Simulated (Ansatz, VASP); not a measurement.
**Bi3O: VASP beside Ansatz**

```
Bi O
1.0
     4.91301    0.00000    0.00000
     0.00000    4.91301    0.00000
     0.00000    0.00000    4.60333
Bi O
3 1
Direct
  0.00000 0.00000 0.50000
  0.50000 0.00000 0.00000
  0.00000 0.50000 0.00000
  0.50000 0.50000 0.00000
```

Alike in both runs: functional PBE; k mesh 8 × 8 × 8; occupations gaussian, width 0.1 eV; no spin polarisation.

Ansatz relaxed the structure, and its values are those at the end. VASP's run is a single point on that final structure, the one shown.

```csv
,VASP,Ansatz
version,VASP 6.6.1,Ansatz 0.2.0
potentials or method,"VASP PAW PBE potentials, release 64 (Bi_d, O), cutoff 520 eV","scalar-relativistic, plane waves, PAW"
valence electrons in the cell,51,51
```

|  | VASP | Ansatz | Ansatz less VASP |
| --- | --- | --- | --- |
| gap on the k mesh at the Fermi level (eV) | none | none | - |
| pressure (GPa) | 0.0 | 0.0 | +0.04 |

A gap of «none» marks a metal or a gap that the smearing closes. The functional is the same, so the differences come from potentials, cutoffs and numerics.

Spin-orbit coupling is off throughout.
